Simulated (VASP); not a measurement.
RbBr: single point with PBE

RbBr:

```
Rb Br
1.0
     4.12425    0.00000    0.00000
     0.00000    4.12425    0.00000
     0.00000    0.00000    4.05662
Rb Br
1 1
Cartesian
  0.0000 0.0000 0.0000
  2.0621 2.0621 2.0283
```

This cell differs from its parent crystal: uniaxial z strain -1.6%.

```json
{
 "Program": "VASP 6.6.1",
 "Task": "single point",
 "Functional": "PBE",
 "Potentials or basis": "VASP PAW PBE potentials, release 64 (Rb_sv, Br)",
 "Cutoff": "520 eV",
 "k mesh": "4 × 4 × 4",
 "Occupations": "gaussian, width 0.01 eV",
 "Spin": "no spin polarisation",
 "Dipole correction": "no",
 "Further INCAR settings": "ALGO = Normal; EDIFF = 1e-06; NBANDS = 15"
}
```

```yaml
Pressure: 1.2 GPa
Band_gap_on_the_k_mesh: 4.09 eV, indirect (least direct gap 4.23 eV)
```

Stress tensor (GPa, compression positive):
```
1.02 0.00 0.00
0.00 1.02 0.00
0.00 0.00 1.53
```

Levels at points of the mesh, in eV from the valence-band top:
```tsv
k point	band 4	band 5	band 6	band 7	band 8	band 9	band 10	band 11	band 12	band 13
(0.00, 0.00, 0.00)	-9.12	-9.10	-0.23	-0.23	-0.15	4.09	5.47	5.54	9.83	9.97
(0.50, 0.00, 0.00)	-9.07	-9.06	-1.82	-0.33	-0.23	6.82	7.12	7.66	8.67	9.89
(0.50, 0.50, 0.00)	-9.43	-9.02	-1.12	-1.12	0.00	5.24	6.26	8.04	8.04	10.87
(0.00, 0.00, 0.50)	-9.06	-9.06	-1.82	-0.31	-0.31	6.86	7.14	7.75	8.64	9.78
(0.50, 0.00, 0.50)	-9.42	-9.03	-1.14	-1.10	-0.07	5.28	6.14	7.84	7.90	10.89
(0.50, 0.50, 0.50)	-9.34	-9.34	-1.45	-1.42	-1.42	8.22	8.22	8.29	9.34	9.34
```

It took 12 s on 1 thread of Intel(R) Xeon(R) Platinum 8375C CPU @ 2.90GHz (Ice Lake), with other jobs on the host, peak memory 0.18 GiB.

Caveat: the cell differs from its parent crystal (uniaxial z strain -1.6%). A k mesh can miss the band edges.
